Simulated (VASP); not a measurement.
# Cs (Pnma) in VASP: further runs

The runs below take Cs through single point, with r2SCAN.

Everything below comes from runs of VASP 6.6.1. Logs are shortened: lines on timing, memory, paths and dates and some standing lists are left out, and cuts for length are marked.

### Step 1. The cell of the first run

It takes space group Pnma (No. 62, orthorhombic). Conventional cell: a = 10.367 Å, b = 8.238 Å, c = 5.444 Å, α = 90.00°, β = 90.00°, γ = 90.00°.

### Step 2. Single point, r2SCAN

Input file POSCAR:

```
Cs
1.0
   10.3671850000      0.0000000000      0.0000000000
    0.0000000000      8.2377410000      0.0000000000
    0.0000000000      0.0000000000      5.4439640000
Cs
4
Direct
    0.1318870000      0.7500000000      0.8392310000
    0.6318870000      0.7500000000      0.6607690000
    0.8681130000      0.2500000000      0.1607690000
    0.3681130000      0.2500000000      0.3392310000
```

Input file INCAR.step1:

```
PREC = Accurate
ENCUT = 520
ISMEAR = 1
SIGMA = 0.1
LREAL = False
LASPH = True
NELM = 60
NBANDS = 26
GGA = PE
ALGO = Normal
EDIFF = 1E-4
LWAVE = True
LCHARG = False
```

Input file INCAR.step2:

```
PREC = Accurate
ENCUT = 520
EDIFF = 1E-7
ISMEAR = 1
SIGMA = 0.1
LREAL = False
LASPH = True
NELM = 60
ALGO = Normal
ISIF = 2
LWAVE = False
LCHARG = True
METAGGA = R2SCAN
LMIXTAU = True
LELF = True
LVHAR = True
NBANDS = 26
ISTART = 1
```

Input file KPOINTS:

```
regular mesh
0
Gamma
  3 3 4
```

Potentials or basis: VASP PAW PBE potentials, release 64 (Cs_sv).

Command:

```
cat potpaw_PBE.64/Cs_sv/POTCAR > POTCAR
cp INCAR.step1 INCAR
mpirun -np 1 vasp_std > vasp.out
cp INCAR.step2 INCAR
mpirun -np 1 vasp_std > vasp.out
```

OUTCAR:

```text
PREC = Accurate
   ENCUT = 520
   EDIFF = 1E-7
   ISMEAR = 1
   LREAL = False
   LASPH = True
   NELM = 60
   ISIF = 2
   METAGGA = R2SCAN
   ISTART = 1

 ion  position               nearest neighbor table
   1  0.132  0.750  0.839-
   2  0.632  0.750  0.661-
   3  0.868  0.250  0.161-
   4  0.368  0.250  0.339-

  LATTYP: Found a simple orthorhombic cell.
 ALAT       =     5.4439640000
 B/A-ratio  =     1.5131880005
 C/A-ratio  =     1.9043448855

  Lattice vectors:

 A1 = (   0.0000000000,   0.0000000000,  -5.4439640000)
 A2 = (   0.0000000000,   8.2377410000,   0.0000000000)
 A3 = (  10.3671850000,   0.0000000000,   0.0000000000)

Analysis of symmetry for initial positions (statically):
=====================================================================
 Subroutine PRICEL returns:
 Original cell was already a primitive cell.

 Routine SETGRP: Setting up the symmetry group for a
 simple orthorhombic supercell.

 Subroutine GETGRP returns: Found  8 space group operations
 (whereof  2 operations were pure point group operations)
 out of a pool of  8 trial point group operations.

The static configuration has the point symmetry S_2 .
 The point group associated with its full space group is D_2h.

Analysis of symmetry for dynamics (positions and initial velocities):
=====================================================================
 Subroutine PRICEL returns:
 Original cell was already a primitive cell.

 Routine SETGRP: Setting up the symmetry group for a
 simple orthorhombic supercell.

 Subroutine GETGRP returns: Found  8 space group operations
 (whereof  2 operations were pure point group operations)
 out of a pool of  8 trial point group operations.

The dynamic configuration has the point symmetry S_2 .
 The point group associated with its full space group is D_2h.

 Subroutine INISYM returns: Found  8 space group operations
 (whereof  2 operations are pure point group operations),
 and found     1 'primitive' translations

----------------------------------------------------------------------------------------

                                     Primitive cell

  volume of cell :     464.9264

  direct lattice vectors                    reciprocal lattice vectors
    10.367185000  0.000000000  0.000000000     0.096458200  0.000000000  0.000000000
     0.000000000  8.237741000  0.000000000     0.000000000  0.121392503  0.000000000
     0.000000000  0.000000000  5.443964000     0.000000000  0.000000000  0.183689679

  length of vectors
    10.367185000  8.237741000  5.443964000     0.096458200  0.121392503  0.183689679

  position of ions in fractional coordinates (direct lattice)
     0.131887000  0.750000000  0.839231000
     0.631887000  0.750000000  0.660769000
     0.868113000  0.250000000  0.160769000
     0.368113000  0.250000000  0.339231000

  ion indices of the primitive-cell ions
   primitive index   ion index
                 1           1
                 2           2
                 3           3
                 4           4

----------------------------------------------------------------------------------------

 KPOINTS: regular mesh

Automatic generation of k-mesh.
 Grid dimensions read from file:
 generate k-points for:    3    3    4

 Generating k-lattice:

  Cartesian coordinates                     Fractional coordinates (reciprocal lattice)
     0.032152733  0.000000000  0.000000000     0.333333333  0.000000000  0.000000000
     0.000000000  0.040464168  0.000000000     0.000000000  0.333333333  0.000000000
     0.000000000  0.000000000  0.045922420     0.000000000  0.000000000  0.250000000

  Length of vectors
     0.032152733  0.040464168  0.045922420

  Shift w.r.t. Gamma in fractional coordinates (k-lattice)
     0.000000000  0.000000000  0.000000000

 Subroutine IBZKPT returns following result:
 ===========================================

 Found     12 irreducible k-points:

 Following reciprocal coordinates:
            Coordinates               Weight
  0.000000  0.000000  0.000000      1.000000
  0.333333  0.000000  0.000000      2.000000
  0.000000  0.333333  0.000000      2.000000
  0.333333  0.333333  0.000000      4.000000
  0.000000  0.000000  0.250000      2.000000
  0.333333  0.000000  0.250000      4.000000
  0.000000  0.333333  0.250000      4.000000
  0.333333  0.333333  0.250000      8.000000
  0.000000  0.000000  0.500000      1.000000
  0.333333  0.000000  0.500000      2.000000
  0.000000  0.333333  0.500000      2.000000
  0.333333  0.333333  0.500000      4.000000
   k-points           NKPTS =     12   k-points in BZ     NKDIM =     12   number of bands    NBANDS=     26
   number of dos      NEDOS =    301   number of ions     NIONS =      4
   total plane-waves  NPLWV = 204800
   dimension x,y,z NGX =    80 NGY =   64 NGZ =   40
   dimension x,y,z NGXF=   160 NGYF=  128 NGZF=   80
   ions per type =               4
   NGX,Y,Z   is equivalent  to a cutoff of  12.83, 12.92, 12.22 a.u.
   NGXF,Y,Z  is equivalent  to a cutoff of  25.66, 25.83, 24.43 a.u.
 SYSTEM =  unknown system
   PREC   = accura    normal or accurate (medium, high low for compatibility)
   ISTART =      1    job   : 0-new  1-cont  2-samecut
   ICHARG =      0    charge: 1-file 2-atom 10-const
   ISPIN  =      1    spin polarized calculation?
   LNONCOLLINEAR =      F non collinear calculations
   LSORBIT =      F    spin-orbit coupling
   LASPH  =      T    aspherical Exc in radial PAW
   ENCUT  =  520.0 eV  38.22 Ry    6.18 a.u.  19.28 15.32 10.12*2*pi/ulx,y,z
   NELM   =     60;   NELMIN=  2; NELMDL=  0     # of ELM steps
   EDIFF  = 0.1E-06   stopping-criterion for ELM
   LREAL  =      F    real-space projection
   EDIFFG = 0.1E-05   stopping-criterion for IOM
   NSW    =      0    number of steps for IOM
   IBRION =     -1    ionic relax: 0-MD 1-quasi-New 2-CG
   NFREE  =      0    steps in history (QN), initial steepest desc. (CG)
   ISIF   =      2    stress and relaxation
   ISYM   =      2    0-nonsym 1-usesym 2-fastsym
   POTIM  = 0.5000    time-step for ionic-motion
   TEBEG  =    0.0;   TEEND  =   0.0 temperature during run
   PSTRESS=    0.0 pullay stress
   NELECT =      36.0000    total number of electrons
   NUPDOWN=      -1.0000    fix difference up-down
   EMIN   =  10.00;   EMAX   =-10.00  energy-range for DOS
   EFERMI =   0.00;   METHOD = LEGACY
   ISMEAR =     1;   SIGMA  =   0.10  broadening in eV -4-tet -1-fermi 0-gaus
   EFERMI_NEDOS =   21; number of points for ismear=-14 and -15
   IALGO  =     38    algorithm
   IMIX   =      4    mixing-type and parameters
     AMIX     =   0.40;   BMIX     =  1.00
     AMIX_MAG =   1.60;   BMIX_MAG =  1.00
  volume/ion in A,a.u.               =     116.23       784.37
  Fermi-wavevector in a.u.,A,eV,Ry     =   0.697773  1.318600  6.624505  0.486887
  Thomas-Fermi vector in A             =   1.781193
   LORBIT       =      0    0 simple, 1 ext, 2 COOP (PROOUT), +10 PAW based schemes
   METAGGA = R2SCAN    functional components
   LHFCALC =     F    Hartree Fock is set to
   AEXX    =    0.0000 exact exchange contribution
   IVDW    =     0    specifies the selected vdW correction
   LEPSILON=     F    determine dielectric tensor
   LRPA    =     F    only Hartree local field effects (RPA)
 non-spin polarized calculation
 Methfessel and Paxton  Order N= 1 SIGMA  =   0.10
  energy-cutoff  :      520.00
  volume of cell :      464.93
 maximum number of plane-waves:     12548
 NGX is ok and might be reduce to    80
   NGX = 39   NGY = 31   NGZ = 21

 number of electron      36.0000003 magnetization

 Free energy of the ion-electron system (eV)
  ---------------------------------------------------
  ext. energy  EPLUGINS =         0.00000000
  ---------------------------------------------------
  free energy    TOTEN  =       -99.97889177 eV

  energy without entropy =      -99.97580271  energy(sigma->0) =      -99.97786208

 E-fermi :   0.5324     XC(G=0):  -5.6055

 val. band max:        0.5090842281   @ k =   0.3333   0.3333   0.2500
 cond. band min:       0.5656901933   @ k =   0.0000   0.3333   0.0000
 fundamental gap:      0.0566059651
 Fermi energy:         0.5324225586

 k-point     1 :       0.0000    0.0000    0.0000
  band No.  band energies     occupation
      1     -24.2908      2.00000
      2     -24.2833      2.00000
      3     -24.2830      2.00000
      4     -24.2827      2.00000
      5     -10.7952      2.00000
      6     -10.7795      2.00000
[... 18 lines left out ...]
     25       2.0200     -0.00000
     26       2.3748     -0.00000

 k-point     2 :       0.3333    0.0000    0.0000
  band No.  band energies     occupation
      1     -24.2894      2.00000
      2     -24.2861      2.00000
      3     -24.2823      2.00000
      4     -24.2820      2.00000
      5     -10.7833      2.00000
      6     -10.7623      2.00000
[... 18 lines left out ...]
     25       2.2602     -0.00000
     26       2.8061      0.00000

 k-point     3 :       0.0000    0.3333    0.0000
  band No.  band energies     occupation
      1     -24.2888      2.00000
      2     -24.2847      2.00000
      3     -24.2832      2.00000
      4     -24.2831      2.00000
      5     -10.8006      2.00000
      6     -10.7968      2.00000
[... 18 lines left out ...]
     25       2.5335      0.00000
     26       2.6663      0.00000

 k-point     4 :       0.3333    0.3333    0.0000
  band No.  band energies     occupation
      1     -24.2876      2.00000
      2     -24.2851      2.00000
      3     -24.2841      2.00000
      4     -24.2830      2.00000
      5     -10.7858      2.00000
      6     -10.7683      2.00000
[... 18 lines left out ...]
     25       2.3497     -0.00000
     26       2.4914     -0.00000
[... 148 lines left out ...]
      1     -24.2846      2.00000
      2     -24.2846      2.00000
      3     -24.2808      2.00000
      4     -24.2808      2.00000
      5     -10.7714      2.00000
      6     -10.7714      2.00000
[... 18 lines left out ...]
     25       1.9803     -0.00000
     26       1.9803     -0.00000

 k-point    11 :       0.0000    0.3333    0.5000
  band No.  band energies     occupation
      1     -24.2846      2.00000
      2     -24.2846      2.00000
      3     -24.2807      2.00000
      4     -24.2807      2.00000
      5     -10.7900      2.00000
      6     -10.7900      2.00000
[... 18 lines left out ...]
     25       1.9096     -0.00000
     26       1.9096     -0.00000

 k-point    12 :       0.3333    0.3333    0.5000
  band No.  band energies     occupation
      1     -24.2839      2.00000
      2     -24.2839      2.00000
      3     -24.2815      2.00000
      4     -24.2815      2.00000
      5     -10.7834      2.00000
      6     -10.7834      2.00000
[... 18 lines left out ...]
     25       2.1233     -0.00000
     26       2.1233     -0.00000

------------------------ aborting loop because EDIFF is reached ----------------------------------------

  FORCE on cell =-STRESS in cart. coord.  units (eV):
  Direction    XX          YY          ZZ          XY          YZ          ZX
  --------------------------------------------------------------------------------------
  -------------------------------------------------------------------------------------
  Total        0.2986069      0.6808201      0.3400837      0.0000000      0.0000000      0.0000000
  in kB        1.0290258      2.3461660      1.1719583      0.0000000      0.0000000      0.0000000
  external PRESSURE =       1.5157167 kB  Pullay stress =       0.0000000 kB

 VOLUME and BASIS-vectors are now :
 -----------------------------------------------------------------------------
  energy-cutoff  :      520.00
  volume of cell :      464.93
      direct lattice vectors                 reciprocal lattice vectors
    10.367185000  0.000000000  0.000000000     0.096458200  0.000000000  0.000000000
     0.000000000  8.237741000  0.000000000     0.000000000  0.121392503  0.000000000
     0.000000000  0.000000000  5.443964000     0.000000000  0.000000000  0.183689679

 POSITION                                       TOTAL-FORCE (eV/Angst)
 -----------------------------------------------------------------------------------
      1.36730      6.17831      4.56874        -0.003286      0.000000     -0.008353
      6.55089      6.17831      3.59720        -0.003286      0.000000      0.008353
      8.99989      2.05944      0.87522         0.003286      0.000000      0.008353
      3.81630      2.05944      1.84676         0.003286      0.000000     -0.008353
 -----------------------------------------------------------------------------------
    total drift:                                0.000000     -0.000000     -0.000000

  FREE ENERGIE OF THE ION-ELECTRON SYSTEM (eV)
  ---------------------------------------------------
  free  energy   TOTEN  =       -99.9788917684 eV

  energy  without entropy=      -99.9758027077  energy(sigma->0) =      -99.97786208
```

Wall time 21 min (1 thread of Intel Xeon 8259CL, shared host); peak memory 0.57 GiB.

Results:

| Quantity | Value |
| --- | --- |
| Free energy | -99.9789 eV |
| Pressure | 0.2 GPa |
| Largest force | 0.009 eV/Å |
| Band gap on the k mesh | zero (bands 18 and 19 overlap by 0.52 eV) |

Forces in eV/Å, atoms in the order of the input:
```
Cs  -0.003  0.000 -0.008
Cs  -0.003  0.000  0.008
Cs   0.003  0.000  0.008
Cs   0.003  0.000 -0.008
```

Stress tensor (GPa, compression positive):
```
0.10 0.00 0.00
0.00 0.23 0.00
0.00 0.00 0.12
```

Levels at points of the mesh, in eV from the Fermi level:
| k point | band 14 | band 15 | band 16 | band 17 | band 18 | band 19 | band 20 | band 21 | band 22 | band 23 |
| --- | --- | --- | --- | --- | --- | --- | --- | --- | --- | --- |
| (0.00, 0.00, 0.00) | -11.19 | -11.19 | -11.19 | -1.78 | -0.09 | -0.04 | 0.18 | 1.06 | 1.19 | 1.35 |
| (0.00, 0.00, 0.50) | -11.22 | -11.20 | -11.20 | -0.20 | -0.20 | 0.38 | 0.38 | 0.99 | 0.99 | 1.37 |

Caveat: the PAW data sets were made with another functional, which shifts forces and pressure a little; spin-orbit coupling is left out, which moves the levels of the heavy elements.

### Step 3. Single point, r2SCAN

POSCAR is that of step 2.

Input file INCAR.step1:

```
  ALGO = Normal
  EDIFF = 1E-4
  ENCUT = 520
  GGA = PE
  ISMEAR = 1
  LASPH = T
  LCHARG = F
  LREAL = F
  LWAVE = T
  NBANDS = 26
  NELM = 80
  PREC = Accurate
  SIGMA = 0.05
```

Input file INCAR.step2:

```
  ALGO = Normal
  EDIFF = 1E-7
  ENCUT = 520
  ISIF = 2
  ISMEAR = 1
  ISTART = 1
  LASPH = T
  LCHARG = F
  LMIXTAU = T
  LREAL = F
  LWAVE = F
  METAGGA = R2SCAN
  NBANDS = 26
  NELM = 80
  PREC = Accurate
  SIGMA = 0.05
```

Input file KPOINTS:

```
k-points
0
Gamma
  3 3 4
```

Potentials or basis: VASP PAW PBE potentials, release 64 (Cs_sv).

Command:

```
cat potpaw_PBE.64/Cs_sv/POTCAR > POTCAR
cp INCAR.step1 INCAR
mpirun -np 1 vasp_std > vasp.out
cp INCAR.step2 INCAR
mpirun -np 1 vasp_std > vasp.out
```

Wall time 18 min (1 thread of Intel Xeon 8259CL, shared host); peak memory 0.56 GiB.

The run converged. Its results:

- Free energy: -99.9778 eV
- Pressure: 0.2 GPa
- Largest force: 0.009 eV/Å
- Band gap on the k mesh: zero (bands 18 and 19 overlap by 0.52 eV)

Forces in eV/Å, atoms in the order of the input:
```
Cs  -0.003  0.000 -0.009
Cs  -0.003  0.000  0.009
Cs   0.003  0.000  0.009
Cs   0.003  0.000 -0.009
```

Stress tensor (GPa, compression positive):
```
0.08 0.00 0.00
0.00 0.22 0.00
0.00 0.00 0.15
```

Levels at points of the mesh, in eV from the Fermi level:
```csv
k point,band 14,band 15,band 16,band 17,band 18,band 19,band 20,band 21,band 22,band 23
"(0.00, 0.00, 0.00)",-11.18,-11.18,-11.17,-1.77,-0.07,-0.03,0.19,1.08,1.20,1.36
"(0.00, 0.00, 0.50)",-11.21,-11.19,-11.19,-0.19,-0.19,0.40,0.40,1.01,1.01,1.39
```

Caveat: the PAW data sets were made with another functional, which shifts forces and pressure a little; spin-orbit coupling is left out, which moves the levels of the heavy elements.
